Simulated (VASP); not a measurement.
Set up this calculation in VASP 6.6.1, as the native input.

```yaml
Task: relaxation of cell and atoms
Functional: revPBE
Dispersion: D3(BJ)
Potentials_or_basis: VASP PAW PBE potentials, release 64 (Pd)
Cutoff: 600 eV
k_mesh: 12 × 12 × 12
Occupations: fermi-dirac, width 0.05 eV
Spin: no spin polarisation
Dipole_correction: no
Further_INCAR_settings: ALGO = Normal; EDIFF = 1e-06; IBRION = 2; EDIFFG = -0.01; NSW = 80; ISIF = 3
```

The structure of Pd lies in POSCAR:

```
Pd
1.0
    0.0000000000      1.9465000000      1.9465000000
    1.9465000000      0.0000000000      1.9465000000
    1.9465000000      1.9465000000      0.0000000000
Pd
1
Direct
    0.0000000000      0.0000000000      0.0000000000
```

These files were run (other wordings do the same):

INCAR

```
  PREC = Accurate
  ENCUT = 600
  EDIFF = 1E-6
  ISMEAR = -1
  SIGMA = 0.05
  LREAL = False
  LASPH = True
  NELM = 60
  ALGO = Normal
  ISIF = 3
  LWAVE = False
  LCHARG = False
  GGA = RE
  IVDW = 12
  IBRION = 2
  NSW = 80
  EDIFFG = -0.01
```

KPOINTS

```
Automatic mesh
0
Gamma
  12 12 12
```

Potentials or basis: VASP PAW PBE potentials, release 64 (Pd).

Run with:

```console
$ cat potpaw_PBE.64/Pd/POTCAR > POTCAR
$ mpirun -np 1 vasp_std > vasp.out
```

Results of the run:

The relaxed volume is 14.40 Å³/atom, the relaxed cell is a = 2.731 Å, b = 2.731 Å, c = 2.731 Å, α = 60.00°, β = 60.00°, γ = 60.00° and the space group after relaxing (to 0.05 Å) is Fm-3m (No. 225). The energy gained by relaxing is 5.1 meV/atom, the ionic steps are 3 and the pressure after relaxing is 0.0 GPa. The band gap on the k mesh is zero (band 5 reaches 10.56 eV, above the bottom of band 6 at 8.91 eV) and the dispersion energy per atom is -1.308 eV.

Caveat: the PAW data sets were made with another functional, which shifts forces and pressure a little; pairwise dispersion overbinds metals, which lowers pressure and volume.

It took 9 s on 1 thread of Intel(R) Xeon(R) 6975P-C (Granite Rapids), with other jobs on the host, peak memory 0.16 GiB.
